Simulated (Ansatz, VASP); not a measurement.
# Pt: VASP beside Ansatz

Contents of INCAR:

```
PREC = Accurate
ENCUT = 520
EDIFF = 1E-6
ISMEAR = 0
SIGMA = 0.15
LREAL = False
LASPH = True
NELM = 60
ALGO = Fast
ISIF = 2
LWAVE = False
LCHARG = False
GGA = PS
NBANDS = 11
```

File KPOINTS:

```
regular mesh
0
Gamma
  26 26 26
```

Contents of POSCAR:

```
Pt
1.0
    0.0000000000      1.8610788282      1.9100545869
    1.8610788282      0.0000000000      1.9100545869
    1.8610788282      1.8610788282      0.0000000000
Pt
1
Direct
    0.0000000000      0.0000000000      0.0000000000
```

Input for Ansatz:

```yaml
crystal:
  lattice:
    - [0.0, 1.8610788282, 1.9100545869]
    - [1.8610788282, 0.0, 1.9100545869]
    - [1.8610788282, 1.8610788282, 0.0]
  atoms:
    - { symbol: Pt, position: [0.0, 0.0, 0.0] }
basis:
  ecutwfc: 420
kpoints:
  mp_grid: { grid: [26, 26, 26] }
hamiltonian:
  xc: pbesol
scf:
  occupations: { method: gaussian, width: 0.15 }
output:
  forces: true
  stress: true
  eigenvalues: true
```

Change from the starting cell: strain -0.050 along x and y, -0.025 along z, atoms carried along.

Alike in both runs: task single point; functional PBEsol; k mesh 26 × 26 × 26; occupations gaussian, width 0.15 eV; no spin polarisation.

|  | VASP | Ansatz |
| --- | --- | --- |
| version | VASP 6.6.1 | Ansatz 0.2.0 |
| potentials or method | VASP PAW PBE potentials, release 64 (Pt), cutoff 520 eV | scalar-relativistic, plane waves, PAW |
| valence electrons in the cell | 10 | 18 |

|  | VASP | Ansatz | Ansatz less VASP |
| --- | --- | --- | --- |
| gap on the k mesh at the Fermi level (eV) | none | none | - |
| pressure (GPa) | 51.6 | 51.8 | +0.26 |
| traceless stress, the component that is largest in VASP (GPa) | -3.31 | -3.31 | -0.001 |

VASP's potentials were made for PBE, not for PBEsol. A gap of «none» marks a metal or a gap that the smearing closes. Both programs put the cell under a high pressure, so it lies far from rest at this level. The functional is the same, so the differences come from potentials, cutoffs and numerics. VASP's potentials hold 10 valence electrons a cell and Ansatz's 18, so a difference there can come from the potentials and not from the codes.

Spin-orbit coupling is off throughout.
